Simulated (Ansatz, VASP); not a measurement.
## Two plane-wave programs on MgO

```
CELL_PARAMETERS angstrom
0.00000 2.10601 2.10601
2.10601 0.00000 2.10601
2.10601 2.10601 0.00000
ATOMIC_POSITIONS crystal
Mg 0.00000 0.00000 0.00000
O 0.50000 0.50000 0.50000
```

Alike in both runs: task single point; functional PBE; k mesh 10 × 10 × 10; occupations gaussian, width 0.02 eV; no spin polarisation.

|  | VASP | Ansatz |
| --- | --- | --- |
| version | VASP 6.6.1 | Ansatz 0.2.0 |
| potentials or method | VASP PAW PBE potentials, release 64 (Mg, O) | scalar-relativistic, plane waves, norm-conserving pseudopotentials |
| plane-wave cutoff (eV) | 600 | 1240 |
| valence electrons in the cell | 8 | 16 |

```tsv
	VASP	Ansatz	Ansatz less VASP
gap on the k mesh at the Fermi level (eV)	4.73	4.75	+0.020
least direct gap on the mesh (eV)	4.73	4.75	+0.020
pressure (GPa)	3.7	4.8	+1.14
```

VASP's potentials hold 8 valence electrons a cell and Ansatz's 16, so a difference there can come from the potentials and not from the codes.
